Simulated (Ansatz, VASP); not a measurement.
**PtSe2: VASP beside Ansatz**

POSCAR

```
PtSe2
1.0
    3.7240000000      0.0000000000      0.0000000000
   -1.8620000000      3.2250786037      0.0000000000
    0.0000000000      0.0000000000      5.0620000000
Pt Se
1 2
Direct
    0.0000000000      0.0000000000      0.0000000000
    0.6666666667      0.3333333333      0.7500000000
    0.3333333333      0.6666666667      0.2500000000
```

File INCAR.step1:

```
SYSTEM = PtSe2
PREC = Accurate ; ENCUT = 520
EDIFF = 1E-5 ; ISMEAR = -1
SIGMA = 0.05 ; LREAL = .False.
LASPH = .True. ; NELM = 100
ALGO = Normal ; ISIF = 2
LWAVE = .True. ; LCHARG = .False.
GGA = PE ; NBANDS = 18
```

File INCAR.step2:

```
SYSTEM = PtSe2
PREC = Accurate ; ENCUT = 520
EDIFF = 1E-7 ; ISMEAR = -1
SIGMA = 0.05 ; LREAL = .False.
LASPH = .True. ; NELM = 100
ALGO = Normal ; ISIF = 2
LWAVE = .False. ; LCHARG = .False.
GGA = PS ; LHFCALC = .True.
AEXX = 0.25 ; HFSCREEN = 0.207
PRECFOCK = Normal ; ISTART = 1
NBANDS = 18
```

KPOINTS

```
regular mesh
0
Gamma
  5 5 3
  0 0 0
```

Contents of input.yaml:

```yaml
crystal:
  lattice:
    - [3.724, 0.0, 0.0]
    - [-1.862, 3.2250786037, 0.0]
    - [0.0, 0.0, 5.062]
  atoms:
    - { symbol: Pt, position: [0.0, 0.0, 0.0] }
    - { symbol: Se, position: [0.6666666667, 0.3333333333, 0.75] }
    - { symbol: Se, position: [0.3333333333, 0.6666666667, 0.25] }
hamiltonian:
  xc:
    exchange: hjs_pbesol
    correlation: pbesol
    exx: { coeff: 0.25, omega: 0.207 }
  pseudopotentials: { kind: paw }
kpoints:
  mp_grid: { grid: [5, 5, 3] }
  band_path:
    path:
      - [[0.0, 0.0, 0.0], [0.5, 0.0, 0.0], [0.3333333333, 0.3333333333, 0.0], [0.0, 0.0, 0.0], [0.0, 0.0, 0.5], [0.5, 0.0, 0.5], [0.3333333333, 0.3333333333, 0.5], [0.0, 0.0, 0.5]]
      - [[0.5, 0.0, 0.5], [0.5, 0.0, 0.0]]
      - [[0.3333333333, 0.3333333333, 0.0], [0.3333333333, 0.3333333333, 0.5]]
    npoints: 4
scf:
  occupations: { method: fermi_dirac, width: 0.05 }
  n_extra_bands: 7
output:
  forces: true
  stress: true
  eigenvalues: true
  fatbands: false
```

Alike in both runs: functional PBEsol-based screened hybrid; k mesh 5 × 5 × 3; occupations fermi-dirac, width 0.05 eV; no spin polarisation.

```csv
,VASP,Ansatz
version,VASP 6.6.1,Ansatz 0.2.0
potentials or method,"VASP PAW PBE potentials, release 64 (Pt, Se)",Ansatz PAW
plane-wave cutoff (eV),520,420
valence electrons in the cell,22,50
task,single point,band structure
```

|  | VASP | Ansatz | Ansatz less VASP |
| --- | --- | --- | --- |
| pressure (GPa) | -0.7 | -0.5 | +0.13 |
| traceless stress, the component that is largest in VASP (GPa) | 0.23 | 0.20 | -0.024 |
| rms of the force components (eV/Å) | 0.039 | 0.041 | +0.0020 |

VASP's potentials were made for PBE, not for PBEsol-based screened hybrid. Atom by atom the forces differ by 0.002 eV/Å (rms over components). VASP's potentials hold 22 valence electrons a cell and Ansatz's 50, so a difference there can come from the potentials and not from the codes.

Spin-orbit coupling is off throughout.
